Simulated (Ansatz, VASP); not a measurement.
**One calculation of SnPdS4, two programs**

```
Sn Pd S
1.0
     4.08464   -4.10488    0.00000
     4.08464    4.10488    0.00000
     0.00000    0.00000    3.85360
Sn Pd S
1 1 4
Cartesian
  0.0000 0.0000 0.0000
  4.0846 0.0000 1.9268
  4.0846 -2.4445 1.9268
  5.5300 0.0000 0.0000
  2.6393 0.0000 0.0000
  4.0846 2.4445 1.9268
```

Change from the starting cell: species swapped into the SrCaI4 type (Cmmm, No. 65).

Alike in both runs: functional PBE; k mesh 8 × 8 × 10; occupations gaussian, width 0.1 eV; no spin polarisation.

Ansatz relaxed the structure, and its values are those at the end. VASP's run is a single point on that final structure, the one shown.

|  | VASP | Ansatz |
| --- | --- | --- |
| version | VASP 6.6.1 | Ansatz 0.2.0 |
| potentials or method | VASP PAW PBE potentials, release 64 (Sn_d, Pd, S), cutoff 500 eV | scalar-relativistic, plane waves, PAW |
| valence electrons in the cell | 48 | 56 |

```tsv
	VASP	Ansatz	Ansatz less VASP
gap on the k mesh at the Fermi level (eV)	none	none	-
pressure (GPa)	-0.2	0.0	+0.15
rms of the force components (eV/Å)	0.008	0.002	-0.0065
```

A gap of «none» marks a metal or a gap that the smearing closes. With one functional, cell and mesh, what is left measures potentials, basis and numerics. VASP's potentials hold 48 valence electrons a cell and Ansatz's 56, so a difference there can come from the potentials and not from the codes.
